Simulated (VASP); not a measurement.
A run of VASP 6.6.1 is set up as follows.

The input INCAR:

```
PREC     = Accurate       # precision mode
ENCUT    = 600            # plane-wave cutoff, eV
EDIFF    = 1E-7           # SCF threshold, eV
ISMEAR   = -1             # smearing method
SIGMA    = 0.08           # smearing width, eV
LREAL    = F              # projectors in reciprocal space
LASPH    = T              # aspherical terms in the spheres
NELM     = 60             # most SCF steps
ALGO     = Normal         # electronic algorithm
ISIF     = 3              # what is computed and relaxed
LWAVE    = F              # write WAVECAR
LCHARG   = F              # write CHGCAR
GGA      = PS             # functional
IBRION   = 2              # ionic algorithm
NSW      = 60             # ionic steps
EDIFFG   = -0.005         # ionic threshold
PSTRESS  = 930.0
```

Contents of KPOINTS:

```
regular mesh
0
Gamma
  12 12 12
```

Contents of POSCAR:

```
SbMo
1.0
    0.0000000000      2.5260969035      2.5260969035
    2.5260969035      0.0000000000      2.5260969035
    2.5260969035      2.5260969035      0.0000000000
Mo Sb
1 1
Direct
    0.0000000000      0.0000000000      0.0000000000
    0.2500000000      0.2500000000      0.2500000000
```

Potentials or basis: VASP PAW PBE potentials, release 64 (Mo_sv, Sb).

Launch:

```sh
$ cat potpaw_PBE.64/Mo_sv/POTCAR potpaw_PBE.64/Sb/POTCAR > POTCAR
$ mpirun -np 1 vasp_std > vasp.out
```

Problem. Estimate the relaxed volume.

Solution. 17.94 Å³/atom.

Problem. Estimate the space group after relaxing (to 0.1 Å).

Solution. F-43m (No. 216).

The path:
```csv
step,energy change (eV),largest force (eV/Å),pressure (GPa),volume (Å³)
1,0.0000,0.0000,144.58,32.24
2,-6.3114,0.0000,-8.66,63.02
3,-3.3655,0.0000,79.21,37.20
4,-2.7194,0.0000,91.85,35.99
5,-2.6604,0.0000,93.00,35.89
```

Caveat: the cell is relaxed towards a set pressure, so the run minimises the enthalpy, not the energy; the PAW data sets were made with another functional, which shifts forces and pressure a little.
